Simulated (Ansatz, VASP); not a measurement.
Two plane-wave programs on AlGaN2

```
CELL_PARAMETERS angstrom
3.21930 0.00000 0.00000
0.00000 3.21930 0.00000
0.00000 0.00000 3.77656
ATOMIC_POSITIONS crystal
Al 0.50000 0.50000 0.50000
Ga 0.00000 0.00000 0.00000
N 0.50000 0.00000 0.73597
N 0.00000 0.50000 0.26403
```

Alike in both runs: functional LDA; k mesh 8 × 8 × 6; occupations gaussian, width 0.05 eV; no spin polarisation.

Ansatz relaxed the structure, and its values are those at the end. VASP's run is a single point on that final structure, the one shown.

|  | VASP | Ansatz |
| --- | --- | --- |
| version | VASP 6.6.1 | Ansatz 0.2.0 |
| potentials or method | VASP PAW LDA potentials, release 64 (Al, Ga_d, N), cutoff 520 eV | scalar-relativistic, plane waves, PAW |
| valence electrons in the cell | 26 | 26 |

Ansatz gave:

```
gap on the k mesh at the Fermi level (eV) : 3.20
least direct gap on the mesh (eV)         : 3.20
pressure (GPa)                            : 16.3
rms of the force components (eV/Å)        : 0.000
```

**Question.** Which values does VASP return?

**Answer.** gap on the k mesh at the Fermi level (eV): 3.18; least direct gap on the mesh (eV): 3.18; pressure (GPa): 17.6; rms of the force components (eV/Å): 0.011.

Ansatz warns that its potentials were made for another functional, while VASP's fit it. LDA's correlation is that of Perdew and Zunger in VASP and of Perdew and Wang (1992) in Ansatz. Ansatz's warnings: stress scf threshold loose.
